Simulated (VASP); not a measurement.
Al: single point with PBE

Al:

```xyz
4
Lattice="5.6802 0.0000 0.0000 -2.8401 4.9192 0.0000 -1.4201 0.8199 2.3497" Properties=species:S:1:pos:R:3 pbc="T T T"
Al   -1.4201    2.4596    0.0000
Al    1.4201    2.4596    0.0000
Al    0.0000    0.0000    0.0000
Al    2.8401    0.0000    0.0000
```

```json
{
  "Program": "VASP 6.6.1",
  "Task": "single point",
  "Functional": "PBE",
  "Potentials or basis": "VASP PAW PBE potentials, release 64 (Al)",
  "Cutoff": "520 eV",
  "k mesh": "6 × 6 × 15",
  "Occupations": "gaussian, width 0.1 eV",
  "Spin": "no spin polarisation"
}
```

The pressure is 0.4 GPa. The band gap on the k mesh is zero (bands 6 and 7 overlap by 3.94 eV).

Stress tensor (GPa, compression positive):
```
 1.78  0.06  0.15
 0.06  1.85 -0.09
 0.15 -0.09 -2.36
```

Levels at points of the mesh, in eV from the Fermi level:
| k point | band 3 | band 4 | band 5 | band 6 | band 7 | band 8 | band 9 | band 10 |
| --- | --- | --- | --- | --- | --- | --- | --- | --- |
| (0.00, 0.00, 0.00) | -4.57 | -4.31 | -4.31 | -2.91 | -1.58 | 5.28 | 5.49 | 5.80 |
| (0.50, 0.00, 0.00) | -5.03 | -5.03 | -0.65 | -0.65 | 3.56 | 3.56 | 3.71 | 3.71 |
| (0.50, 0.50, 0.00) | -6.63 | -6.63 | 1.30 | 1.30 | 2.84 | 2.84 | 7.34 | 7.34 |

It took 100 s on 1 thread of Intel(R) Xeon(R) Platinum 8488C (Sapphire Rapids), on a shared host, peak memory 0.25 GiB.
